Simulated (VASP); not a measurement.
# CsI (Pm-3m) in VASP: notebook

The runs below take CsI through single point, relaxation of cell and atoms, with HF, HSE06, r2SCAN0.

Program: VASP 6.6.1. These are calculated values, not measurements. Logs are shortened: lines on timing, memory, paths and dates and some standing lists are left out, and cuts for length are marked.

### Step 1. The cell of the first run

The structure is cubic, space group Pm-3m (No. 221). Conventional cell: a = 4.608 Å, b = 4.608 Å, c = 4.608 Å, α = 90.00°, β = 90.00°, γ = 90.00°. Within 5.2 Å of Cs (site symmetry m-3m) lie 8 I at 3.99 Å and 6 Cs at 4.61 Å. Within 5.2 Å of I (site symmetry m-3m) lie 8 Cs at 3.99 Å and 6 I at 4.61 Å.

### Step 2. Single point, HF

File POSCAR:

```
CsI
1.0
    4.6080836004      0.0000000000      0.0000000000
    0.0000000000      4.6080836004      0.0000000000
    0.0000000000      0.0000000000      4.6080836004
Cs I
1 1
Direct
    0.0000000000      0.0000000000      0.0000000000
    0.5000000000      0.5000000000      0.5000000000
```

File INCAR.step1:

```
PREC = Accurate
ENCUT = 400
EDIFF = 1E-5
ISMEAR = 0
SIGMA = 0.01
LREAL = F
LASPH = T
NELM = 120
ALGO = Normal
ISIF = 2
LWAVE = T
GGA = PE
NBANDS = 15
GGA_COMPAT = F
```

File INCAR.step2:

```
PREC = Accurate
ENCUT = 400
EDIFF = 1E-6
ISMEAR = 0
SIGMA = 0.01
LREAL = F
LASPH = T
NELM = 120
ALGO = Normal
ISIF = 2
LWAVE = F
LCHARG = T
GGA = PE
LHFCALC = T
AEXX = 1.0
ALDAC = 0.0
AGGAC = 0.0
PRECFOCK = Normal
LELF = T
LVHAR = T
ISTART = 1
NBANDS = 15
GGA_COMPAT = F
```

File KPOINTS:

```
regular mesh
0
Gamma
  4 4 4
```

Potentials or basis: VASP PAW PBE potentials, release 64 (Cs_sv, I).

Command:

```console
cat potpaw_PBE.64/Cs_sv/POTCAR potpaw_PBE.64/I/POTCAR > POTCAR
cp INCAR.step1 INCAR
mpirun -np 1 vasp_std > vasp.out
cp INCAR.step2 INCAR
mpirun -np 1 vasp_std > vasp.out
```

OUTCAR:

```text
PREC = Accurate
   ENCUT = 400
   EDIFF = 1E-6
   ISMEAR = 0
   LREAL = F
   LASPH = T
   NELM = 120
   ISIF = 2
   GGA = PE
   LHFCALC = T
   AEXX = 1.0
   PRECFOCK = Normal
   ISTART = 1

 ion  position               nearest neighbor table
   1  0.000  0.000  0.000-
   2  0.500  0.500  0.500-

  LATTYP: Found a simple cubic cell.
 ALAT       =     4.6080836004

  Lattice vectors:

 A1 = (   4.6080836004,   0.0000000000,   0.0000000000)
 A2 = (   0.0000000000,   4.6080836004,   0.0000000000)
 A3 = (   0.0000000000,   0.0000000000,   4.6080836004)

Analysis of symmetry for initial positions (statically):
=====================================================================
 Subroutine PRICEL returns:
 Original cell was already a primitive cell.

 Routine SETGRP: Setting up the symmetry group for a
 simple cubic supercell.

 Subroutine GETGRP returns: Found 48 space group operations
 (whereof 48 operations were pure point group operations)
 out of a pool of 48 trial point group operations.

The static configuration has the point symmetry O_h .

Analysis of symmetry for dynamics (positions and initial velocities):
=====================================================================
 Subroutine PRICEL returns:
 Original cell was already a primitive cell.

 Routine SETGRP: Setting up the symmetry group for a
 simple cubic supercell.

 Subroutine GETGRP returns: Found 48 space group operations
 (whereof 48 operations were pure point group operations)
 out of a pool of 48 trial point group operations.

The dynamic configuration has the point symmetry O_h .

 Subroutine INISYM returns: Found 48 space group operations
 (whereof 48 operations are pure point group operations),
 and found     1 'primitive' translations

----------------------------------------------------------------------------------------

                                     Primitive cell

  volume of cell :      97.8500

  direct lattice vectors                    reciprocal lattice vectors
     4.608083600  0.000000000  0.000000000     0.217009952  0.000000000  0.000000000
     0.000000000  4.608083600  0.000000000     0.000000000  0.217009952  0.000000000
     0.000000000  0.000000000  4.608083600     0.000000000  0.000000000  0.217009952

  length of vectors
     4.608083600  4.608083600  4.608083600     0.217009952  0.217009952  0.217009952

[... 81 lines left out ...]
   EFERMI_NEDOS =   21; number of points for ismear=-14 and -15
   IALGO  =     38    algorithm
   IMIX   =      1    mixing-type and parameters
     AMIX     =   0.40;   BMIX     =  1.00
     AMIX_MAG =   1.60;   BMIX_MAG =  1.00
  volume/ion in A,a.u.               =      48.93       330.16
  Fermi-wavevector in a.u.,A,eV,Ry     =   0.895216  1.691713 10.903867  0.801412
  Thomas-Fermi vector in A             =   2.017520
   LORBIT       =      0    0 simple, 1 ext, 2 COOP (PROOUT), +10 PAW based schemes
   GGA     = PE    functional components
   LHFCALC =     T    Hartree Fock is set to
   PRECFOCK=normal    Normal, Fast or Accurate (Low or Medium for compatibility)
   ENCUT4O =  -1.0   cutoff for four orbital integrals eV
   NKREDX  =     1    reduce k-point grid by
   NKREDY  =     1    reduce k-point grid by
   NKREDZ  =     1    reduce k-point grid by
   AEXX    =    1.0000 exact exchange contribution
   HFSCREEN=    0.0000 screening length (either q_TF or 0.3 A-1)
   HFSCREENC=   0.0000 screening length for correlation (either q_TF or 0.3 A-1)
   ENCUTFOCK=  -1.0 apply spherical cutoff to Coloumb kernel
   IVDW    =     0    specifies the selected vdW correction
   LEPSILON=     F    determine dielectric tensor
   LRPA    =     F    only Hartree local field effects (RPA)
 non-spin polarized calculation
 Gauss-broadening in eV      SIGMA  =   0.01
  energy-cutoff  :      400.00
  volume of cell :       97.85
 maximum number of plane-waves:      1800
  NGX = 24; NGY = 24; NGZ = 24

 number of electron      16.0000009 magnetization

 Free energy of the ion-electron system (eV)
  ---------------------------------------------------
  ext. energy  EPLUGINS =         0.00000000
  ---------------------------------------------------
  free energy    TOTEN  =       -10.53174341 eV

  energy without entropy =      -10.53174341  energy(sigma->0) =      -10.53174341

 E-fermi :  -2.4648     XC(G=0):   0.0000

 val. band max:       -2.5534773702   @ k =   0.5000   0.5000   0.0000
 cond. band min:       8.3405968459   @ k =   0.0000   0.0000   0.0000
 fundamental gap:     10.8940742160
 Fermi energy:        -2.4647583324

 k-point     1 :       0.0000    0.0000    0.0000
  band No.  band energies     occupation
      1     -28.6966      2.00000
      2     -16.7148      2.00000
      3     -11.3035      2.00000
      4     -11.3035      2.00000
      5     -11.3035      2.00000
      6      -2.6681      2.00000
      7      -2.6681      2.00000
      8      -2.6681      2.00000
      9       8.3406      0.00000
     10       8.5969      0.00000
     11       8.5969      0.00000
     12      13.0905      0.00000
     13      13.0905      0.00000
     14      13.0905      0.00000
[... 149 lines left out ...]
      2     -16.3040      2.00000
      3     -11.5651      2.00000
      4     -11.5651      2.00000
      5     -11.5651      2.00000
      6      -4.1553      2.00000
      7      -4.1553      2.00000
      8      -4.1553      2.00000
      9      11.7971      0.00000
     10      11.7971      0.00000
     11      11.7971      0.00000
     12      13.1961      0.00000
     13      13.1961      0.00000
     14      13.1961      0.00000
     15      15.7096      0.00000

------------------------ aborting loop because EDIFF is reached ----------------------------------------

  FORCE on cell =-STRESS in cart. coord.  units (eV):
  Direction    XX          YY          ZZ          XY          YZ          ZX
  --------------------------------------------------------------------------------------
  -------------------------------------------------------------------------------------
  Total        1.2276760      1.2276760      1.2276760     -0.0000000     -0.0000000      0.0000000
  in kB       20.1017241     20.1017241     20.1017241     -0.0000000     -0.0000000      0.0000000
  external PRESSURE =      20.1017241 kB  Pullay stress =       0.0000000 kB

 VOLUME and BASIS-vectors are now :
 -----------------------------------------------------------------------------
  energy-cutoff  :      400.00
  volume of cell :       97.85
      direct lattice vectors                 reciprocal lattice vectors
     4.608083600  0.000000000  0.000000000     0.217009952  0.000000000  0.000000000
     0.000000000  4.608083600  0.000000000     0.000000000  0.217009952  0.000000000
     0.000000000  0.000000000  4.608083600     0.000000000  0.000000000  0.217009952

 POSITION                                       TOTAL-FORCE (eV/Angst)
 -----------------------------------------------------------------------------------
      0.00000      0.00000      0.00000         0.000000      0.000000      0.000000
      2.30404      2.30404      2.30404         0.000000      0.000000      0.000000
 -----------------------------------------------------------------------------------
    total drift:                                0.000005      0.000004      0.000005

  FREE ENERGIE OF THE ION-ELECTRON SYSTEM (eV)
  ---------------------------------------------------
  free  energy   TOTEN  =       -10.5317434054 eV

  energy  without entropy=      -10.5317434054  energy(sigma->0) =      -10.53174341
```

OUTCAR.step1:

```text
PREC = Accurate
   ENCUT = 400
   EDIFF = 1E-5
   ISMEAR = 0
   LREAL = F
   LASPH = T
[... 383 lines left out ...]
 -----------------------------------------------------------------------------------
      0.00000      0.00000      0.00000         0.000000      0.000000      0.000000
      2.30404      2.30404      2.30404         0.000000      0.000000      0.000000
 -----------------------------------------------------------------------------------
    total drift:                                0.000000     -0.000000     -0.000000

  FREE ENERGIE OF THE ION-ELECTRON SYSTEM (eV)
  ---------------------------------------------------
  free  energy   TOTEN  =        -5.4349310028 eV

  energy  without entropy=       -5.4349310028  energy(sigma->0) =       -5.43493100
```

Run time: 4.9 min. Hardware: 1 thread of Intel Xeon Platinum 8488C (Sapphire Rapids), shared host; peak memory 0.18 GiB.

Results:

* Free energy: -10.5317 eV
* Pressure: 2.0 GPa
* Band gap on the k mesh: 10.89 eV (least direct gap 11.01 eV)

Caveat: the PAW data sets were made with another functional, which shifts forces and pressure a little; spin-orbit coupling is left out, which moves the levels of the heavy elements. A k mesh can miss the band edges.

### Step 3. Single point, HSE06

This run uses another cell than the first one, of 49.85 Å³/atom.

File POSCAR:

```
CsI
1.0
    4.6368690388      0.0000000000      0.0000000000
    0.0000000000      4.6368690388      0.0000000000
    0.0000000000      0.0000000000      4.6368690388
Cs I
1 1
Direct
    0.0000000000      0.0000000000      0.0000000000
    0.5000000000      0.5000000000      0.5000000000
```

File INCAR.step1:

```
ALGO = Normal
EDIFF = 1E-5
ENCUT = 400
GGA = PE
GGA_COMPAT = F
ISIF = 2
ISMEAR = -1
LASPH = T
LREAL = F
LWAVE = T
NBANDS = 15
NELM = 120
PREC = Accurate
SIGMA = 0.02
```

File INCAR.step2:

```
ALGO = Normal
EDIFF = 1E-6
ENCUT = 400
GGA = PE
GGA_COMPAT = F
HFSCREEN = 0.2079
ISIF = 2
ISMEAR = -1
ISTART = 1
LASPH = T
LCHARG = T
LELF = T
LHFCALC = T
LREAL = F
LVHAR = T
LWAVE = F
NBANDS = 15
NELM = 120
PREC = Accurate
PRECFOCK = Normal
SIGMA = 0.02
```

File KPOINTS:

```
k-points
0
Gamma
  4 4 4
```

Potentials or basis: VASP PAW PBE potentials, release 64 (Cs_sv, I).

Command:

```console
cat potpaw_PBE.64/Cs_sv/POTCAR potpaw_PBE.64/I/POTCAR > POTCAR
cp INCAR.step1 INCAR
mpirun -np 1 vasp_std > vasp.out
cp INCAR.step2 INCAR
mpirun -np 1 vasp_std > vasp.out
```

Wall time 4.1 min (1 thread of Intel Xeon Platinum 8488C (Sapphire Rapids), shared host); peak memory 0.28 GiB.

The run converged. Its results:

- Free energy: -6.3100 eV
- Pressure: 0.0 GPa
- Band gap on the k mesh: 4.71 eV (least direct gap 4.82 eV)

Levels at points of the mesh, in eV from the valence-band top:
| k point | band 6 | band 7 | band 8 | band 9 | band 10 | band 11 |
| --- | --- | --- | --- | --- | --- | --- |
| (0.00, 0.00, 0.00) | -0.10 | -0.10 | -0.10 | 4.71 | 5.21 | 5.21 |
| (0.50, 0.00, 0.00) | -1.53 | -0.22 | -0.22 | 6.27 | 7.31 | 7.63 |
| (0.50, 0.50, 0.00) | -0.89 | -0.89 | 0.00 | 5.22 | 5.92 | 7.17 |
| (0.50, 0.50, 0.50) | -1.27 | -1.27 | -1.27 | 8.05 | 8.05 | 8.05 |

Caveat: the PAW data sets were made with another functional, which shifts forces and pressure a little; spin-orbit coupling is left out, which moves the levels of the heavy elements.

### Step 4. Single point, r2SCAN0

File POSCAR:

```
CsI
1.0
    4.6080836004      0.0000000000      0.0000000000
    0.0000000000      4.6080836004      0.0000000000
    0.0000000000      0.0000000000      4.6080836004
Cs I
1 1
Direct
    0.0000000000      0.0000000000      0.0000000000
    0.5000000000      0.5000000000      0.5000000000
```

File INCAR.step1:

```
PREC = Accurate
ENCUT = 440
EDIFF = 1E-5
ISMEAR = 0
SIGMA = 0.01
LREAL = False
LASPH = True
NELM = 120
ALGO = Normal
ISIF = 2
LWAVE = True
LCHARG = False
GGA = PE
NBANDS = 15
GGA_COMPAT = False
```

File INCAR.step2:

```
PREC = Accurate
ENCUT = 440
EDIFF = 1E-6
ISMEAR = 0
SIGMA = 0.01
LREAL = False
LASPH = True
NELM = 120
ALGO = Normal
ISIF = 2
LWAVE = False
LCHARG = False
METAGGA = R2SCAN
LHFCALC = True
AEXX = 0.25
LMIXTAU = True
PRECFOCK = Normal
ISTART = 1
NBANDS = 15
GGA_COMPAT = False
```

File KPOINTS:

```
regular mesh
0
Gamma
  4 4 4
```

Command:

```console
cat potpaw_PBE.64/Cs_sv/POTCAR potpaw_PBE.64/I/POTCAR > POTCAR
cp INCAR.step1 INCAR
mpirun -np 1 vasp_std > vasp.out
cp INCAR.step2 INCAR
mpirun -np 1 vasp_std > vasp.out
```

It took 10 min on 1 thread of Oxide Virtual Turin-like, shared host; peak memory 0.17 GiB.

The run converged. Its results:

```
Free energy            : -42.7771 eV
Pressure               : -0.1 GPa
Band gap on the k mesh : 5.87 eV (least direct gap 5.97 eV)
```

Levels at points of the mesh, in eV from the valence-band top:
```tsv
k point	band 6	band 7	band 8	band 9	band 10	band 11
(0.00, 0.00, 0.00)	-0.10	-0.10	-0.10	5.87	6.15	6.15
(0.50, 0.00, 0.00)	-1.62	-0.24	-0.24	7.26	8.49	8.82
(0.50, 0.50, 0.00)	-0.94	-0.94	0.00	6.23	7.00	8.27
(0.50, 0.50, 0.50)	-1.36	-1.36	-1.36	9.17	9.17	9.17
```

Caveat: the PAW data sets were made with another functional, which shifts forces and pressure a little; spin-orbit coupling is left out, which moves the levels of the heavy elements. A k mesh can miss the band edges.

### Step 5. Relaxation of cell and atoms, HSE06

POSCAR is that of step 4.

File INCAR.step1:

```
ALGO = Normal
EDIFF = 1E-5
EDIFFG = -0.005
ENCUT = 500
GGA = PE
GGA_COMPAT = False
IBRION = 2
ISIF = 3
ISMEAR = -1
LASPH = True
LCHARG = False
LREAL = False
LWAVE = True
NBANDS = 15
NELM = 120
NELMIN = 4
NSW = 100
PREC = Accurate
SIGMA = 0.02
```

File INCAR.step2:

```
ALGO = Normal
EDIFF = 1E-7
EDIFFG = -0.005
ENCUT = 500
GGA = PE
GGA_COMPAT = False
HFSCREEN = 0.2079
IBRION = 2
ISIF = 3
ISMEAR = -1
ISTART = 1
LASPH = True
LCHARG = False
LHFCALC = True
LREAL = False
LWAVE = False
NELM = 120
NELMIN = 4
NSW = 80
PREC = Accurate
PRECFOCK = Normal
SIGMA = 0.02
```

File KPOINTS:

```
k-points
0
Gamma
  4 4 4
```

Command:

```console
cat potpaw_PBE.64/Cs_sv/POTCAR potpaw_PBE.64/I/POTCAR > POTCAR
cp INCAR.step1 INCAR
mpirun -np 1 vasp_std > vasp.out
cp INCAR.step2 INCAR
mpirun -np 1 vasp_std > vasp.out
```

Run time: 66 min. Hardware: 1 thread of Oxide Virtual Turin-like, shared host; peak memory 0.31 GiB.

The run converged. Its results:

```yaml
Free_energy: -6.3091 eV
Relaxed_volume: 49.87 Å³/atom
Relaxed_cell: a = 4.637 Å, b = 4.637 Å, c = 4.637 Å, α = 90.00°, β = 90.00°, γ = 90.00°
Space_group_after_relaxing_to_0.1_Å: Pm-3m (No. 221)
Energy_gained_by_relaxing: 0.6 meV/atom
Ionic_steps: 4
Pressure_after_relaxing: 0.0 GPa
Band_gap_on_the_k_mesh: 4.71 eV (least direct gap 4.81 eV)
```

Step by step:
```tsv
step	energy change (eV)	largest force (eV/Å)	pressure (GPa)	volume (Å³)
1	0.0000	0.0000	0.20	97.85
2	-0.0009	0.0000	0.11	98.73
3	-0.0012	0.0000	0.02	99.54
4	-0.0012	0.0000	0.00	99.73
```

Final structure:
```yaml
crystal:
  lattice:
    - [4.63747, 0.00000, 0.00000]
    - [0.00000, 4.63747, 0.00000]
    - [0.00000, 0.00000, 4.63747]
  atoms:
    - { symbol: Cs, position: [0.00000, 0.00000, 0.00000] }
    - { symbol: I, position: [0.50000, 0.50000, 0.50000] }
```

Levels at points of the mesh, in eV from the valence-band top:
```tsv
k point	band 4	band 5	band 6	band 7	band 8	band 9	band 10	band 11	band 12
(0.00, 0.00, 0.00)	-7.61	-7.61	-0.10	-0.10	-0.10	4.71	5.21	5.21	8.87
(0.50, 0.00, 0.00)	-7.55	-7.55	-1.53	-0.22	-0.22	6.27	7.31	7.62	7.84
(0.50, 0.50, 0.00)	-7.94	-7.52	-0.89	-0.89	0.00	5.22	5.92	7.17	7.17
(0.50, 0.50, 0.50)	-7.83	-7.83	-1.27	-1.27	-1.27	8.05	8.05	8.05	8.85
```

Caveat: the PAW data sets were made with another functional, which shifts forces and pressure a little; spin-orbit coupling is left out, which moves the levels of the heavy elements. Zero-point motion and thermal expansion aren't in these numbers.

### Step 6. The runs side by side

```tsv
task	level	cell	cutoff (eV)	smearing	share of exact exchange	screening parameter	gap on the mesh (eV)	pressure (GPa)
single point	HF	a = 4.608 Å, 2 atoms	400	gaussian 0.01 eV	1	-	10.89	2.0
single point	HSE06	a = 4.637 Å, 2 atoms	400	fermi-dirac 0.02 eV	0.25	0.2079 1/Å	4.71	0.0
single point	r2SCAN0	a = 4.608 Å, 2 atoms	440	gaussian 0.01 eV	0.25	-	5.87	-0.1
relaxation of cell and atoms	HSE06	relaxed from a = 4.608 Å, 2 atoms	500	fermi-dirac 0.02 eV	0.25	0.2079 1/Å	4.71	0.0
```

Alike in all rows: potentials or basis VASP PAW PBE potentials, release 64 (Cs_sv, I); no spin polarisation; k mesh 4 × 4 × 4.

Caveats: the PAW data sets were made with another functional, which shifts forces and pressure a little; spin-orbit coupling is left out, which moves the levels of the heavy elements.

Absolute energies hang on the potentials; compare differences alone.
